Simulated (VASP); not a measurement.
Write the native input for VASP 6.6.1 that does the following.

| Quantity | Value |
| --- | --- |
| Task | single point |
| Functional | LDA |
| Potentials or basis | VASP PAW LDA potentials, release 64 (Ga_d, N) |
| Cutoff | 520 eV |
| k mesh | 8 × 6 × 6 |
| Occupations | gaussian, width 0.05 eV |
| Spin | no spin polarisation |
| Dipole correction | no |
| Further INCAR settings | ALGO = Normal; EDIFF = 1e-06; NBANDS = 46 |

The structure of GaN lies in POSCAR:

```
GaN
1.0
   -3.1515767111      0.0000000000      0.0000000000
    0.0000000000      0.0000000000     -5.1382481593
    0.0000000000     -5.4586909876      0.0000000000
Ga N
4 4
Direct
    0.5000000000      0.0013430239      0.1718867979
    0.0000000000     -0.0027868470      0.6614490114
    0.0000000000      0.4972131530      0.3385509886
    0.5000000000      0.5013430239      0.8281132021
    0.5000000000      0.6304246379      0.1674293268
    0.0000000000      0.6323411001      0.6659192327
    0.0000000000      0.1323411001      0.3340807673
    0.5000000000      0.1304246379      0.8325706732
```

This cell differs from its parent crystal: mode 11 frozen in at -0.030 Å and mode 13 at -0.036 Å (largest displacements).

These files were run (other wordings do the same):

INCAR

```
PREC = Accurate
ENCUT = 520
EDIFF = 1E-6
ISMEAR = 0
SIGMA = 0.05
LREAL = False
LASPH = True
NELM = 60
ALGO = Normal
ISIF = 2
LWAVE = False
LCHARG = False
NBANDS = 46
```

KPOINTS

```
regular mesh
0
Gamma
  8 6 6
```

Potentials or basis: VASP PAW LDA potentials, release 64 (Ga_d, N).

Command:

```sh
$ cat potpaw_LDA.64/Ga_d/POTCAR potpaw_LDA.64/N/POTCAR > POTCAR
$ mpirun -np 1 vasp_std > vasp.out
```

Results of the run:

```yaml
Pressure: 1.5 GPa
Largest_force: 1.184 eV/Å
Band_gap_on_the_k_mesh: 2.07 eV
```

Caveat: the cell differs from its parent crystal (mode 11 frozen in at -0.030 Å and mode 13 at -0.036 Å (largest displacements)); forces of over 1 eV/Å act on the atoms, so gaps and moduli don't describe the material at rest.

Run time: 4.5 min on 1 thread of Oxide Virtual Turin-like Processor, with other jobs on the host, peak memory 0.29 GiB.
